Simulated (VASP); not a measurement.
Te:

```
Te
1.0
     6.13307    0.00000    0.00000
     0.00000    6.13307    0.00000
     0.00000    0.00000    6.13307
Te
8
Direct
  0.00000 0.00000 0.00000
  0.50000 0.50000 0.50000
  0.25000 0.00000 0.50000
  0.75000 0.00000 0.50000
  0.50000 0.25000 0.00000
  0.50000 0.75000 0.00000
  0.00000 0.50000 0.25000
  0.00000 0.50000 0.75000
```

| Quantity | Value |
| --- | --- |
| Program | VASP 6.6.1 |
| Task | relaxation of cell and atoms |
| Functional | PBEsol |
| Potentials or basis | VASP PAW PBE potentials, release 64 (Te) |
| Cutoff | 600 eV |
| k mesh | 4 × 4 × 4 |
| Occupations | fermi-dirac, width 0.1 eV |
| Spin | no spin polarisation |

At the start: pressure -2.3 GPa; volume 28.84 Å³/atom.

Task: Where does the relaxation end?

Result: Over 3 steps the energy falls by 9.2 meV/atom and the volume is 27.63 Å³/atom (-4.2 %); space group Pm-3n (No. 223, to 0.1 Å) before and after.

The path:
```
step  energy change (eV)  largest force (eV/Å)  pressure (GPa)  volume (Å³)
   1              0.0000                0.0000           -2.33       230.69
   2             -0.0583                0.0000            1.19       216.95
   3             -0.0732                0.0000            0.00       221.05
```

Final structure:
```xyz
8
Lattice="6.0464 0.0000 0.0000 0.0000 6.0464 0.0000 0.0000 0.0000 6.0464" Properties=species:S:1:pos:R:3 pbc="T T T"
Te    0.0000    0.0000    0.0000
Te    3.0232    3.0232    3.0232
Te    1.5116    0.0000    3.0232
Te    4.5348    0.0000    3.0232
Te    3.0232    1.5116    0.0000
Te    3.0232    4.5348    0.0000
Te    0.0000    3.0232    1.5116
Te    0.0000    3.0232    4.5348
```

Caveat: the highest band is partly filled, so the run has too few bands; the PAW data sets were made with another functional, which shifts forces and pressure a little.
